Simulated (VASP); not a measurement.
A run of VASP 6.6.1:

Contents of INCAR:

```
ALGO = Normal
EDIFF = 1E-6
EDIFFG = -0.005
ENCUT = 600
GGA = PE
IBRION = 2
ISIF = 3
ISMEAR = -1
ISPIN = 2
LASPH = True
LCHARG = False
LMAXMIX = 4
LORBIT = 11
LREAL = False
LWAVE = False
MAGMOM = 2 0
NELM = 150
NSW = 100
PREC = Accurate
SIGMA = 0.08
```

File KPOINTS:

```
k-points
0
Gamma
  13 13 13
```

File POSCAR:

```
CoO
1.0
    0.0000000000      2.2322827293      2.2322827293
    2.2322827293      0.0000000000      2.2322827293
    2.2322827293      2.2322827293      0.0000000000
Co O
1 1
Direct
    0.0000000000      0.0000000000      0.0000000000
    0.5000000000      0.5000000000      0.5000000000
```

Potentials or basis: VASP PAW PBE potentials, release 64 (Co, O).

Command:

```console
$ cat potpaw_PBE.64/Co/POTCAR potpaw_PBE.64/O/POTCAR > POTCAR
$ mpirun -np 1 vasp_std > vasp.out
```

Hardware: 1 thread of Intel(R) Xeon(R) Platinum 8375C CPU @ 2.90GHz (Ice Lake) (shared host).

Q: Estimate the wall time of this run.

A: It took 9.7 min on 1 thread of Intel(R) Xeon(R) Platinum 8375C CPU @ 2.90GHz (Ice Lake), with other jobs on the host, peak memory 0.21 GiB. Counts: scf iterations 73, k points 84, ion steps 18.
